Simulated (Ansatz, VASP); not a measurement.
One calculation of Sr, two programs

```
Sr
1.0
     3.30053    0.00000    0.00000
    -1.65027    2.85835    0.00000
     0.00000    0.00000   10.78687
Sr
4
Direct
  0.00000 0.00000 0.00000
  0.33333 0.66667 0.25000
  0.00000 0.00000 0.50000
  0.66667 0.33333 0.75000
```

Alike in both runs: task relaxation of cell and atoms; functional PBEsol; k mesh 6 × 6 × 2; occupations gaussian, width 0.1 eV; no spin polarisation.

|  | VASP | Ansatz |
| --- | --- | --- |
| version | VASP 6.6.1 | Ansatz 0.2.0 |
| potentials or method | VASP PAW PBE potentials, release 64 (Sr_sv), cutoff 600 eV | scalar-relativistic, plane waves, PAW |
| valence electrons in the cell | 40 | 40 |

```tsv
	VASP	Ansatz	Ansatz less VASP
gap on the k mesh at the Fermi level, each at its own relaxed structure (eV)	none	none	-
relaxed volume (Å³/atom)	52.44	51.68	-0.761
relaxed cell length with the largest relative difference (Å)	13.744	13.581	-0.1627
```

VASP's potentials were made for PBE, not for PBEsol. A gap of «none» marks a metal or a gap that the smearing closes.

The k mesh is coarse, so the values compare programs but aren't converged. Noted on VASP's run: the volume moved by over 15 % at a fixed basis, so the end points are rough.
